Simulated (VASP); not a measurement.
Wanted: the native input for a VASP 6.6.1 run.

- Task: single point
- Functional: PBE
- Potentials or basis: VASP PAW PBE potentials, release 64 (Ta_pv)
- Cutoff: 520 eV
- k mesh: 18 × 18 × 18
- Occupations: gaussian, width 0.15 eV
- Spin: no spin polarisation
- Dipole correction: no
- Further INCAR settings: ALGO = Fast; EDIFF = 1e-06; NBANDS = 12

The structure of Ta lies in POSCAR:

```
Ta
1.0
   -1.7051193670      1.6594835689      1.4105610336
    1.7051193670     -1.6594835689      1.4105610336
    1.7051193670      1.6594835689     -1.4105610336
Ta
1
Direct
    0.0000000000      0.0000000000      0.0000000000
```

This cell differs from its parent crystal: normal strain along x +0.0275, normal strain along z -0.1500.

One way to write it, as run:

INCAR

```
ALGO = Fast ; EDIFF = 1E-6
ENCUT = 520 ; GGA = PE
ISIF = 2 ; ISMEAR = 0
LASPH = T ; LCHARG = F
LREAL = F ; LWAVE = F
NBANDS = 12 ; NELM = 80
PREC = Accurate ; SIGMA = 0.15
```

KPOINTS

```
k-points
0
Gamma
  18 18 18
```

Potentials or basis: VASP PAW PBE potentials, release 64 (Ta_pv).

The run is started by

```console
$ cat potpaw_PBE.64/Ta_pv/POTCAR > POTCAR
$ mpirun -np 1 vasp_std > vasp.out
```

Results of the run:

```json
{
  "Pressure": "38.5 GPa"
}
```

Caveat: the cell differs from its parent crystal (normal strain along x +0.0275, normal strain along z -0.1500).

Run time: 99 s on 1 thread of Intel Xeon 6975P-C (shared host), peak memory 0.28 GiB.
